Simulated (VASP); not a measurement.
A run of VASP 6.6.1:

The input INCAR:

```
PREC     = Accurate       # precision mode
ENCUT    = 520            # plane-wave cutoff, eV
EDIFF    = 1E-7           # SCF threshold, eV
ISMEAR   = 0              # smearing method
SIGMA    = 0.05           # smearing width, eV
LREAL    = F              # projectors in reciprocal space
LASPH    = T              # aspherical terms in the spheres
NELM     = 150            # most SCF steps
ALGO     = Normal         # electronic algorithm
ISIF     = 2              # what is computed and relaxed
LWAVE    = F              # write WAVECAR
LCHARG   = F              # write CHGCAR
LMAXMIX  = 4              # l up to which the mixer works
LDAU     = T              # DFT+U
LDAUTYPE = 1            
LDAUL    = 2 -1           # shell
LDAUU    = 6 0            # U, eV
LDAUJ    = 0.9 0        
LDAUPRINT= 1            
NBANDS   = 15             # bands
```

File KPOINTS:

```
Automatic mesh
0
Gamma
  8 8 8
```

File POSCAR:

```
NiO
1.0
    0.0000000000      2.0913095100      2.0913095100
    2.0913095100      0.0000000000      2.0913095100
    2.0913095100      2.0913095100      0.0000000000
Ni O
1 1
Direct
    0.0000000000      0.0000000000      0.0000000000
    0.5000000000      0.5000000000      0.5000000000
```

Potentials or basis: VASP PAW LDA potentials, release 64 (Ni, O).

Run with:

```console
$ cat potpaw_LDA.64/Ni/POTCAR potpaw_LDA.64/O/POTCAR > POTCAR
$ mpirun -np 1 vasp_std > vasp.out
```

Hardware: 1 thread of Intel Xeon 6975P-C, on a shared host.

Q: How long does it take, and how much memory?

A: Wall time 5.2 s on 1 thread of Intel Xeon 6975P-C (shared host), peak memory 0.13 GiB. Counts: scf iterations 14, k points 29.
